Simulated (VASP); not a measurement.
A run of VASP 6.6.1 is set up as follows.

File INCAR:

```
SYSTEM = Rb2Pd
PREC = Accurate
ENCUT = 520
EDIFF = 1E-7
ISMEAR = 0
SIGMA = 0.05
LREAL = .False.
LASPH = .True.
NELM = 60
ALGO = Normal
ISIF = 2
LWAVE = .False.
LCHARG = .False.
GGA = PS
NBANDS = 21
```

Contents of KPOINTS:

```
Automatic mesh
0
Gamma
  6 6 6
  0 0 0
```

Contents of POSCAR:

```
Rb2Pd
1.0
    0.0000000000      3.8861354273      4.5836469142
    3.4875574347      0.0000000000      4.5836469142
    3.4875574347      3.8861354273      0.0000000000
Rb Pd
2 1
Direct
    0.2500000000      0.2500000000      0.2500000000
    0.7500000000      0.7500000000      0.7500000000
    0.0000000000      0.0000000000      0.0000000000
```

Potentials or basis: VASP PAW PBE potentials, release 64 (Rb_sv, Pd).

Run with:

```sh
$ cat potpaw_PBE.64/Rb_sv/POTCAR potpaw_PBE.64/Pd/POTCAR > POTCAR
$ mpirun -np 1 vasp_std > vasp.out
```

(1) Estimate the pressure.

Answers

(1) 0.1 GPa.

Caveat: the cell differs from its parent crystal (strain +e along x and -e along y -0.0500, strain +e along z and -e/2 along x and y +0.1500); the stress differs along the axes, from -3 to 2 GPa; the PAW data sets were made with another functional, which shifts forces and pressure a little.
